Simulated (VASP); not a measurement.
Write the native input for VASP 6.6.1 that does the following.

- Task: single point
- Functional: PBE
- Potentials or basis: VASP PAW PBE potentials, release 64 (Pt, Se)
- Cutoff: 520 eV
- k mesh: 12 × 12 × 6
- Occupations: gaussian, width 0.05 eV
- Spin: no spin polarisation
- Dipole correction: no
- Further INCAR settings: ALGO = Normal; EDIFF = 1e-06; NBANDS = 18

The structure of PtSe2 lies in POSCAR:

```
PtSe2
1.0
    3.5304491419      0.0000000000      0.0000000000
   -1.7652245710      3.0574586436      0.0000000000
    0.0000000000      0.0000000000      7.3704334439
Pt Se
1 2
Direct
    0.0000000000      0.0000000000      0.0000000000
    0.3333333333      0.6666666667      0.2001869949
    0.6666666667      0.3333333333      0.7998130051
```

This cell differs from its parent crystal: ratio of the length along z to the lengths across it x 1.2, volume and fractional coordinates fixed.

One way to write it, as run:

INCAR

```
ALGO = Normal ; EDIFF = 1E-6
ENCUT = 520 ; GGA = PE
ISIF = 2 ; ISMEAR = 0
LASPH = True ; LCHARG = True
LELF = True ; LREAL = False
LVHAR = True ; LWAVE = False
NBANDS = 18 ; NELM = 60
PREC = Accurate ; SIGMA = 0.05
```

KPOINTS

```
k-points
0
Gamma
  12 12 6
```

Potentials or basis: VASP PAW PBE potentials, release 64 (Pt, Se).

Command:

```bash
$ cat potpaw_PBE.64/Pt/POTCAR potpaw_PBE.64/Se/POTCAR > POTCAR
$ mpirun -np 1 vasp_std > vasp.out
```

It gave:

```
Pressure               : 3.2 GPa
Largest force          : 0.449 eV/Å
Band gap on the k mesh : 0.64 eV, indirect (least direct gap 1.05 eV)
```

Caveat: spin-orbit coupling is left out, which moves the levels of the heavy elements; this functional lacks dispersion, which binds the layers, so the pressure and a relaxed spacing across them are unreliable.

Wall time 2.2 min on 1 thread of Intel(R) Xeon(R) Platinum 8259CL CPU @ 2.50GHz (Skylake/Cascade Lake), on a shared host, peak memory 0.29 GiB.
